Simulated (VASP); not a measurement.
# CuI (Fm-3m) in VASP: further runs

The runs below take CuI through single point, with PBE.

All numbers are computed with VASP 6.6.1; they aren't measurements. Logs are shortened: lines on timing, memory, paths and dates and some standing lists are left out, and cuts for length are marked.

### Step 1. The cell of the first run

Symmetry: Fm-3m, No. 225, cubic system. Conventional cell: a = 5.682 Å, b = 5.682 Å, c = 5.682 Å, α = 90.00°, β = 90.00°, γ = 90.00°. Cu (site symmetry m-3m) has 6 I at 2.84 Å within 3.7 Å. I (site symmetry m-3m) has 6 Cu at 2.84 Å within 3.7 Å.

### Step 2. Single point, PBE (volume changed by -3%)

INCAR

```
ALGO = Normal
EDIFF = 1E-6
ENCUT = 520
GGA = PE
ISIF = 2
ISMEAR = -1
LASPH = True
LCHARG = False
LREAL = False
LWAVE = False
NBANDS = 16
NELM = 100
PREC = Accurate
SIGMA = 0.02
```

KPOINTS

```
k-points
0
Gamma
  6 6 6
```

POSCAR

```
CuI
1.0
    0.0000000000      2.8411695918      2.8411695918
    2.8411695918      0.0000000000      2.8411695918
    2.8411695918      2.8411695918      0.0000000000
Cu I
1 1
Direct
    0.0000000000      0.0000000000      0.0000000000
    0.5000000000      0.5000000000      0.5000000000
```

Potentials or basis: VASP PAW PBE potentials, release 64 (Cu, I).

On the command line:

```bash
$ cat potpaw_PBE.64/Cu/POTCAR potpaw_PBE.64/I/POTCAR > POTCAR
$ mpirun -np 1 vasp_std > vasp.out
```

OUTCAR:

```text
EDIFF = 1E-6
   ENCUT = 520
   GGA = PE
   ISIF = 2
   ISMEAR = -1
   LASPH = True
   LREAL = False
   NELM = 100
   PREC = Accurate

 ion  position               nearest neighbor table
   1  0.000  0.000  0.000-   2 2.84   2 2.84   2 2.84   2 2.84   2 2.84   2 2.84
   2  0.500  0.500  0.500-   1 2.84   1 2.84   1 2.84   1 2.84   1 2.84   1 2.84

  LATTYP: Found a face centered cubic cell.
 ALAT       =     5.6823391836

  Lattice vectors:

 A1 = (   0.0000000000,   2.8411695918,   2.8411695918)
 A2 = (   2.8411695918,   0.0000000000,   2.8411695918)
 A3 = (   2.8411695918,   2.8411695918,   0.0000000000)

Analysis of symmetry for initial positions (statically):
=====================================================================
 Subroutine PRICEL returns:
 Original cell was already a primitive cell.

 Routine SETGRP: Setting up the symmetry group for a
 face centered cubic supercell.

 Subroutine GETGRP returns: Found 48 space group operations
 (whereof 48 operations were pure point group operations)
 out of a pool of 48 trial point group operations.

The static configuration has the point symmetry O_h .

Analysis of symmetry for dynamics (positions and initial velocities):
=====================================================================
 Subroutine PRICEL returns:
 Original cell was already a primitive cell.

 Routine SETGRP: Setting up the symmetry group for a
 face centered cubic supercell.

 Subroutine GETGRP returns: Found 48 space group operations
 (whereof 48 operations were pure point group operations)
 out of a pool of 48 trial point group operations.

The dynamic configuration has the point symmetry O_h .

 Subroutine INISYM returns: Found 48 space group operations
 (whereof 48 operations are pure point group operations),
 and found     1 'primitive' translations

----------------------------------------------------------------------------------------

                                     Primitive cell

  volume of cell :      45.8692

  direct lattice vectors                    reciprocal lattice vectors
     0.000000000  2.841169592  2.841169592    -0.175983863  0.175983863  0.175983863
     2.841169592  0.000000000  2.841169592     0.175983863 -0.175983863  0.175983863
     2.841169592  2.841169592  0.000000000     0.175983863  0.175983863 -0.175983863

  length of vectors
     4.018020570  4.018020570  4.018020570     0.304812992  0.304812992  0.304812992

  position of ions in fractional coordinates (direct lattice)
     0.000000000  0.000000000  0.000000000
     0.500000000  0.500000000  0.500000000

  ion indices of the primitive-cell ions
   primitive index   ion index
                 1           1
                 2           2

----------------------------------------------------------------------------------------

 KPOINTS: k-points

Automatic generation of k-mesh.
 Grid dimensions read from file:
 generate k-points for:    6    6    6

 Generating k-lattice:

  Cartesian coordinates                     Fractional coordinates (reciprocal lattice)
    -0.029330644  0.029330644  0.029330644     0.166666667  0.000000000  0.000000000
     0.029330644 -0.029330644  0.029330644     0.000000000  0.166666667  0.000000000
     0.029330644  0.029330644 -0.029330644     0.000000000  0.000000000  0.166666667

  Length of vectors
     0.050802165  0.050802165  0.050802165

  Shift w.r.t. Gamma in fractional coordinates (k-lattice)
     0.000000000  0.000000000  0.000000000

 Subroutine IBZKPT returns following result:
 ===========================================

 Found     16 irreducible k-points:

 Following reciprocal coordinates:
            Coordinates               Weight
  0.000000  0.000000  0.000000      1.000000
  0.166667  0.000000  0.000000      8.000000
  0.333333  0.000000  0.000000      8.000000
  0.500000  0.000000  0.000000      4.000000
  0.166667  0.166667  0.000000      6.000000
  0.333333  0.166667  0.000000     24.000000
[... 8 lines left out ...]
 -0.333333  0.333333  0.166667     24.000000
 -0.333333  0.500000  0.166667     12.000000
   k-points           NKPTS =     16   k-points in BZ     NKDIM =     16   number of bands    NBANDS=     16
   number of dos      NEDOS =    301   number of ions     NIONS =      2
   total plane-waves  NPLWV =  27000
   dimension x,y,z NGX =    30 NGY =   30 NGZ =   30
   dimension x,y,z NGXF=    60 NGYF=   60 NGZF=   60
   ions per type =               1   1
   NGX,Y,Z   is equivalent  to a cutoff of  12.41, 12.41, 12.41 a.u.
   NGXF,Y,Z  is equivalent  to a cutoff of  24.83, 24.83, 24.83 a.u.
 SYSTEM =  unknown system
   PREC   = accura    normal or accurate (medium, high low for compatibility)
   ISTART =      0    job   : 0-new  1-cont  2-samecut
   ICHARG =      2    charge: 1-file 2-atom 10-const
   ISPIN  =      1    spin polarized calculation?
   LNONCOLLINEAR =      F non collinear calculations
   LSORBIT =      F    spin-orbit coupling
   LASPH  =      T    aspherical Exc in radial PAW
   ENCUT  =  520.0 eV  38.22 Ry    6.18 a.u.   7.47  7.47  7.47*2*pi/ulx,y,z
   NELM   =    100;   NELMIN=  2; NELMDL= -5     # of ELM steps
   EDIFF  = 0.1E-05   stopping-criterion for ELM
   LREAL  =      F    real-space projection
   EDIFFG = 0.1E-04   stopping-criterion for IOM
   NSW    =      0    number of steps for IOM
   IBRION =     -1    ionic relax: 0-MD 1-quasi-New 2-CG
   NFREE  =      0    steps in history (QN), initial steepest desc. (CG)
   ISIF   =      2    stress and relaxation
   ISYM   =      2    0-nonsym 1-usesym 2-fastsym
   POTIM  = 0.5000    time-step for ionic-motion
   TEBEG  =    0.0;   TEEND  =   0.0 temperature during run
   PSTRESS=    0.0 pullay stress
   NELECT =      18.0000    total number of electrons
   NUPDOWN=      -1.0000    fix difference up-down
   EMIN   =  10.00;   EMAX   =-10.00  energy-range for DOS
   EFERMI =   0.00;   METHOD = LEGACY
   ISMEAR =    -1;   SIGMA  =   0.02  broadening in eV -4-tet -1-fermi 0-gaus
   EFERMI_NEDOS =   21; number of points for ismear=-14 and -15
   IALGO  =     38    algorithm
   IMIX   =      4    mixing-type and parameters
     AMIX     =   0.40;   BMIX     =  1.00
     AMIX_MAG =   1.60;   BMIX_MAG =  1.00
  volume/ion in A,a.u.               =      22.93       154.77
  Fermi-wavevector in a.u.,A,eV,Ry     =   1.198556  2.264943 19.545282  1.436538
  Thomas-Fermi vector in A             =   2.334442
   LORBIT       =      0    0 simple, 1 ext, 2 COOP (PROOUT), +10 PAW based schemes
   GGA     = PE    functional components
   LHFCALC =     F    Hartree Fock is set to
   AEXX    =    0.0000 exact exchange contribution
   IVDW    =     0    specifies the selected vdW correction
   LEPSILON=     F    determine dielectric tensor
   LRPA    =     F    only Hartree local field effects (RPA)
 non-spin polarized calculation
  energy-cutoff  :      520.00
  volume of cell :       45.87
 maximum number of plane-waves:      1258
 NGX is ok and might be reduce to    30
   NGX = 15   NGY = 15   NGZ = 15

 number of electron      18.0000015 magnetization

 Free energy of the ion-electron system (eV)
  ---------------------------------------------------
  ext. energy  EPLUGINS =         0.00000000
  ---------------------------------------------------
  free energy    TOTEN  =        -5.08925709 eV

  energy without entropy =       -5.08822024  energy(sigma->0) =       -5.08873866

 E-fermi :   6.5098     XC(G=0): -10.1304

 val. band max:        6.4991106871   @ k =   0.5000   0.0000   0.0000
 cond. band min:       7.1705438860   @ k =   0.3333   0.3333   0.0000
 fundamental gap:      0.6714331989
 Fermi energy:         6.5098115300

 k-point     1 :       0.0000    0.0000    0.0000
  band No.  band energies     occupation
      1      -7.9236      2.00000
      2       4.4480      2.00000
      3       4.4480      2.00000
      4       4.4668      2.00000
      5       4.4668      2.00000
      6       4.4668      2.00000
[... 8 lines left out ...]
     15      15.2398      0.00000
     16      15.2399      0.00000

 k-point     2 :       0.1667    0.0000    0.0000
  band No.  band energies     occupation
      1      -7.7126      2.00000
      2       2.8447      2.00000
      3       3.7014      2.00000
      4       3.7014      2.00000
      5       4.5200      2.00000
      6       4.5200      2.00000
[... 8 lines left out ...]
     15      14.7350      0.00000
     16      14.8375      0.00000

 k-point     3 :       0.3333    0.0000    0.0000
  band No.  band energies     occupation
      1      -7.2172      2.00000
      2       0.8019      2.00000
      3       3.1035      2.00000
      4       3.1035      2.00000
      5       4.6361      2.00000
      6       4.6361      2.00000
[... 8 lines left out ...]
     15      16.3272      0.00000
     16      16.3272      0.00000

 k-point     4 :       0.5000    0.0000    0.0000
  band No.  band energies     occupation
      1      -6.9148      2.00000
      2      -0.0611      2.00000
      3       2.8896      2.00000
      4       2.8896      2.00000
      5       4.6966      2.00000
      6       4.6966      2.00000
[... 8 lines left out ...]
     15      18.3092      0.00000
     16      18.3092      0.00000
[... 172 lines left out ...]
 k-point    14 :       0.5000    0.3333    0.1667
  band No.  band energies     occupation
      1      -6.9060      2.00000
      2       0.9563      2.00000
      3       2.4760      2.00000
      4       2.8011      2.00000
      5       4.5822      2.00000
      6       4.6942      2.00000
[... 8 lines left out ...]
     15      18.6857      0.00000
     16      18.9418      0.00000

 k-point    15 :      -0.3333    0.3333    0.1667
  band No.  band energies     occupation
      1      -6.7126      2.00000
      2       0.8331      2.00000
      3       1.9751      2.00000
      4       2.5964      2.00000
      5       4.6747      2.00000
      6       4.6755      2.00000
[... 8 lines left out ...]
     15      17.2531      0.00000
     16      19.8026      0.00000

 k-point    16 :      -0.3333    0.5000    0.1667
  band No.  band energies     occupation
      1      -6.6508      2.00000
      2       1.2312      2.00000
      3       2.1260      2.00000
      4       2.1926      2.00000
      5       4.6043      2.00000
      6       4.7535      2.00000
[... 8 lines left out ...]
     15      18.8209      0.00000
     16      20.1576      0.00000

------------------------ aborting loop because EDIFF is reached ----------------------------------------

  FORCE on cell =-STRESS in cart. coord.  units (eV):
  Direction    XX          YY          ZZ          XY          YZ          ZX
  --------------------------------------------------------------------------------------
  -------------------------------------------------------------------------------------
  Total        0.3881214      0.3881214      0.3881214      0.0000000      0.0000000     -0.0000000
  in kB       13.5567860     13.5567860     13.5567860      0.0000000      0.0000000     -0.0000000
  external PRESSURE =      13.5567860 kB  Pullay stress =       0.0000000 kB

 VOLUME and BASIS-vectors are now :
 -----------------------------------------------------------------------------
  energy-cutoff  :      520.00
  volume of cell :       45.87
      direct lattice vectors                 reciprocal lattice vectors
     0.000000000  2.841169592  2.841169592    -0.175983863  0.175983863  0.175983863
     2.841169592  0.000000000  2.841169592     0.175983863 -0.175983863  0.175983863
     2.841169592  2.841169592  0.000000000     0.175983863  0.175983863 -0.175983863

 POSITION                                       TOTAL-FORCE (eV/Angst)
 -----------------------------------------------------------------------------------
      0.00000      0.00000      0.00000         0.000000      0.000000     -0.000000
      2.84117      2.84117      2.84117        -0.000000     -0.000000      0.000000
 -----------------------------------------------------------------------------------
    total drift:                               -0.000000      0.000000      0.000000

  FREE ENERGIE OF THE ION-ELECTRON SYSTEM (eV)
  ---------------------------------------------------
  free  energy   TOTEN  =        -5.0892570912 eV

  energy  without entropy=       -5.0882202352  energy(sigma->0) =       -5.08873866
```

Wall time 13 s (1 thread of Intel Xeon Platinum 8259CL at 2.50GHz (Skylake/Cascade Lake), shared host); peak memory 0.16 GiB.

What came out:

| Property | Result |
| --- | --- |
| Free energy | -5.0893 eV |
| Pressure | 1.4 GPa |
| Band gap on the k mesh | zero (band 9 reaches 6.50 eV, above the bottom of band 10 at 6.01 eV) |

Levels at points of the mesh, in eV from the Fermi level:
| k point | band 6 | band 7 | band 8 | band 9 | band 10 | band 11 | band 12 | band 13 |
| --- | --- | --- | --- | --- | --- | --- | --- | --- |
| (0.00, 0.00, 0.00) | -2.04 | -1.83 | -1.83 | -1.83 | 0.97 | 7.32 | 7.32 | 7.32 |
| (0.50, 0.00, 0.00) | -1.81 | -1.72 | -0.01 | -0.01 | 2.76 | 4.36 | 4.36 | 5.75 |
| (0.50, 0.50, 0.00) | -1.94 | -1.73 | -1.73 | -1.61 | -0.50 | 4.37 | 10.13 | 10.13 |

Caveat: spin-orbit coupling is left out, which moves the levels of the heavy elements; semilocal functionals often make such compounds metallic where correlation or magnetic order opens a gap, which also shifts bond lengths.

### Step 3. Single point, PBE (volume changed by +3%)

INCAR

```
  PREC = Accurate
  ENCUT = 520
  EDIFF = 1E-6
  ISMEAR = -1
  SIGMA = 0.02
  LREAL = F
  LASPH = T
  NELM = 60
  ALGO = Normal
  ISIF = 2
  LWAVE = F
  LCHARG = F
  GGA = PE
  NBANDS = 16
```

KPOINTS

```
Automatic mesh
0
Gamma
  6 6 6
```

POSCAR

```
CuI
1.0
    0.0000000000      2.8985824257      2.8985824257
    2.8985824257      0.0000000000      2.8985824257
    2.8985824257      2.8985824257      0.0000000000
Cu I
1 1
Direct
    0.0000000000      0.0000000000      0.0000000000
    0.5000000000      0.5000000000      0.5000000000
```

Potentials or basis: VASP PAW PBE potentials, release 64 (Cu, I).

On the command line:

```bash
$ cat potpaw_PBE.64/Cu/POTCAR potpaw_PBE.64/I/POTCAR > POTCAR
$ mpirun -np 1 vasp_std > vasp.out
```

It took 14 s on 1 thread of Intel Xeon Platinum 8259CL at 2.50GHz (Skylake/Cascade Lake), shared host; peak memory 0.17 GiB.

Results (log left out):

```yaml
Free_energy: -5.0899 eV
Pressure: -1.5 GPa
Band_gap_on_the_k_mesh: zero (band 9 reaches 5.73 eV, above the bottom of band 10 at 5.36 eV)
```

Levels at points of the mesh, in eV from the Fermi level:
| k point | band 7 | band 8 | band 9 | band 10 | band 11 | band 12 |
| --- | --- | --- | --- | --- | --- | --- |
| (0.00, 0.00, 0.00) | -1.76 | -1.76 | -1.76 | 0.75 | 7.35 | 7.35 |
| (0.50, 0.00, 0.00) | -1.51 | -0.01 | -0.01 | 2.84 | 4.48 | 4.48 |
| (0.50, 0.50, 0.00) | -1.52 | -1.52 | -1.43 | -0.39 | 4.52 | 9.80 |

Caveat: spin-orbit coupling is left out, which moves the levels of the heavy elements; semilocal functionals often make such compounds metallic where correlation or magnetic order opens a gap, which also shifts bond lengths.

### Step 4. Single point, PBE (volume changed by +6%)

INCAR

```
PREC = Accurate
ENCUT = 520
EDIFF = 1E-6
ISMEAR = -1
SIGMA = 0.02
LREAL = F
LASPH = T
NELM = 80
ALGO = Normal
ISIF = 2
LWAVE = F
LCHARG = F
GGA = PE
NBANDS = 16
```

KPOINTS

```
regular mesh
0
Gamma
  6 6 6
```

POSCAR

```
CuI
1.0
    0.0000000000      2.9264551204      2.9264551204
    2.9264551204      0.0000000000      2.9264551204
    2.9264551204      2.9264551204      0.0000000000
Cu I
1 1
Direct
    0.0000000000      0.0000000000      0.0000000000
    0.5000000000      0.5000000000      0.5000000000
```

On the command line:

```bash
$ cat potpaw_PBE.64/Cu/POTCAR potpaw_PBE.64/I/POTCAR > POTCAR
$ mpirun -np 1 vasp_std > vasp.out
```

Run time: 11 s. Hardware: 1 thread of Intel Xeon Platinum 8259CL at 2.50GHz (Skylake/Cascade Lake), shared host; peak memory 0.18 GiB.

The run converged. Its results:

```yaml
Free_energy: -5.0740 eV
Pressure: -2.4 GPa
Band_gap_on_the_k_mesh: zero (band 9 reaches 5.38 eV, above the bottom of band 10 at 5.06 eV)
```

Levels at points of the mesh, in eV from the Fermi level:
```csv
k point,band 7,band 8,band 9,band 10,band 11,band 12
"(0.00, 0.00, 0.00)",-1.69,-1.69,-1.69,0.66,7.37,7.37
"(0.50, 0.00, 0.00)",-1.42,-0.01,-0.01,2.88,4.53,4.53
"(0.50, 0.50, 0.00)",-1.43,-1.43,-1.35,-0.33,4.59,9.65
```

Caveat: spin-orbit coupling is left out, which moves the levels of the heavy elements; semilocal functionals often make such compounds metallic where correlation or magnetic order opens a gap, which also shifts bond lengths.

### Step 5. Overview

| cell | gap on the mesh (eV) | pressure (GPa) |
| --- | --- | --- |
| a = 4.018 Å, angles 60.0°, 2 atoms | none | 1.4 |
| a = 4.099 Å, angles 60.0°, 2 atoms | none | -1.5 |
| a = 4.139 Å, angles 60.0°, 2 atoms | none | -2.4 |

Alike in all rows: task single point; level PBE; potentials or basis VASP PAW PBE potentials, release 64 (Cu, I); no spin polarisation; k mesh 6 × 6 × 6; cutoff (eV) 520; smearing fermi-dirac 0.02 eV.

Caveats: spin-orbit coupling is left out, which moves the levels of the heavy elements; semilocal functionals often make such compounds metallic where correlation or magnetic order opens a gap, which also shifts bond lengths.

Total energies depend on the potentials used, so only differences within one code and one set of settings carry meaning.
